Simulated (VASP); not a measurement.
## Ca: single point with PBE

The system is Ca.

```
CELL_PARAMETERS angstrom
-2.24000 2.24000 2.24000
2.24000 -2.24000 2.24000
2.24000 2.24000 -2.24000
ATOMIC_POSITIONS crystal
Ca 0.00000 0.00000 0.00000
```

```
Program                : VASP 6.6.1
Task                   : single point
Functional             : PBE
Potentials or basis    : VASP PAW PBE potentials, release 64 (Ca_sv)
Cutoff                 : 520 eV
k mesh                 : 7 × 7 × 7
Occupations            : gaussian, width 0.005 eV
Spin                   : no spin polarisation
Dipole correction      : no
Further INCAR settings : ALGO = Fast; EDIFF = 1e-06; NBANDS = 11
```

| Quantity | Value |
| --- | --- |
| Pressure | -0.8 GPa |
| Band gap on the k mesh | zero (band 5 reaches 1.98 eV, above the bottom of band 6 at 1.71 eV) |

Levels at points of the mesh, in eV from the Fermi level:
```
           k point  band 3  band 4  band 5  band 6  band 7  band 8
(0.00, 0.00, 0.00)  -23.11  -23.11   -3.91    2.23    2.23    2.23
```

Run time: 9.9 s on 1 thread of Intel(R) Xeon(R) Platinum 8488C (Sapphire Rapids), on a shared host, peak memory 0.16 GiB.
